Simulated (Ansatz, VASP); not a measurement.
This is a calculation of HfO2 for Ansatz 0.2.0.

Contents of input.yaml:

```yaml
crystal:
  lattice:
    - [5.2540303499, 0.0, 0.0]
    - [0.0, 5.0379087863, 0.0]
    - [0.0, 0.0, 5.0660150614]
  atoms:
    - { symbol: Hf, position: [0.966994, 0.73252082, 0.74144035] }
    - { symbol: Hf, position: [0.533006, 0.73252082, 0.24144035] }
    - { symbol: Hf, position: [0.466994, 0.26747918, 0.74144035] }
    - { symbol: Hf, position: [0.033006, 0.26747918, 0.24144035] }
    - { symbol: O, position: [0.63212745, 0.9286454, 0.87926726] }
    - { symbol: O, position: [0.86787255, 0.9286454, 0.37926726] }
    - { symbol: O, position: [0.23394852, 0.53988305, 0.49229239] }
    - { symbol: O, position: [0.26605148, 0.53988305, 0.99229239] }
    - { symbol: O, position: [0.76605148, 0.46011695, 0.99229239] }
    - { symbol: O, position: [0.73394852, 0.46011695, 0.49229239] }
    - { symbol: O, position: [0.13212745, 0.0713546, 0.87926726] }
    - { symbol: O, position: [0.36787255, 0.0713546, 0.37926726] }
hamiltonian:
  xc: r2scan
  pseudopotentials: { kind: paw }
  dispersion: d4
kpoints:
  mp_grid: { grid: [5, 6, 5] }
scf:
  occupations: { method: fermi_dirac, width: 0.05 }
output:
  forces: true
  stress: true
  eigenvalues: true
```

Potentials or basis: Ansatz PAW.

The run is started by

```console
$ ansatz run input.yaml --threads 2 --pin off --max-ram 5120MiB --backend cpu --events-out ev --progress --plain --runs-dir out
```

**Question.** Translate it to VASP 6.6.1. Potentials there: VASP PAW PBE potentials, release 64 (Hf_pv, O).

**Answer.** As run (the cutoff follows the program's own potentials):

The input POSCAR:

```
HfO2
1.0
    5.2540303499      0.0000000000      0.0000000000
    0.0000000000      5.0379087863      0.0000000000
    0.0000000000      0.0000000000      5.0660150614
Hf O
4 8
Direct
    0.9669940000      0.7325208200      0.7414403500
    0.5330060000      0.7325208200      0.2414403500
    0.4669940000      0.2674791800      0.7414403500
    0.0330060000      0.2674791800      0.2414403500
    0.6321274500      0.9286454000      0.8792672600
    0.8678725500      0.9286454000      0.3792672600
    0.2339485200      0.5398830500      0.4922923900
    0.2660514800      0.5398830500      0.9922923900
    0.7660514800      0.4601169500      0.9922923900
    0.7339485200      0.4601169500      0.4922923900
    0.1321274500      0.0713546000      0.8792672600
    0.3678725500      0.0713546000      0.3792672600
```

INCAR.step1

```
  ALGO = Normal
  EDIFF = 1E-4
  ENCUT = 520
  GGA = PE
  ISMEAR = -1
  LASPH = T
  LCHARG = F
  LREAL = F
  LWAVE = T
  NBANDS = 56
  NELM = 100
  PREC = Accurate
  SIGMA = 0.05
```

File INCAR.step2:

```
  ALGO = Normal
  EDIFF = 1E-7
  ENCUT = 520
  ISIF = 2
  ISMEAR = -1
  ISTART = 1
  IVDW = 13
  LASPH = T
  LCHARG = F
  LMIXTAU = T
  LREAL = F
  LWAVE = F
  METAGGA = R2SCAN
  NBANDS = 56
  NELM = 100
  PREC = Accurate
  SIGMA = 0.05
  VDW_A1 = 0.51559235
  VDW_A2 = 5.77342911
  VDW_S6 = 1.0
  VDW_S8 = 0.6018749
```

Contents of KPOINTS:

```
k-points
0
Gamma
  5 6 5
```

Potentials or basis: VASP PAW PBE potentials, release 64 (Hf_pv, O).

Run with:

```console
$ cat potpaw_PBE.64/Hf_pv/POTCAR potpaw_PBE.64/O/POTCAR > POTCAR
$ cp INCAR.step1 INCAR
$ mpirun -np 1 vasp_std > vasp.out
$ cp INCAR.step2 INCAR
$ mpirun -np 1 vasp_std > vasp.out
```

Both were run:

|  | VASP | Ansatz | Ansatz less VASP |
| --- | --- | --- | --- |
| gap on the k mesh at the Fermi level (eV) | 4.88 | 4.93 | +0.047 |
| least direct gap on the mesh (eV) | 5.10 | 5.14 | +0.040 |
| pressure (GPa) | -6.1 | -2.6 | +3.52 |
| traceless stress, the component that is largest in VASP (GPa) | 0.26 | 0.15 | -0.112 |
| rms of the force components (eV/Å) | 0.046 | 0.026 | -0.0199 |

VASP's potentials were made for PBE, not for r2SCAN. Atom by atom the forces differ by 0.030 eV/Å (rms over components). VASP's potentials hold 88 valence electrons a cell and Ansatz's 152, so a difference there can come from the potentials and not from the codes.

Spin-orbit coupling is off throughout. Noted on Ansatz's run: odd divisions of the mesh miss points on the zone boundary, where band edges often lie, so the gap on the mesh can be too wide.
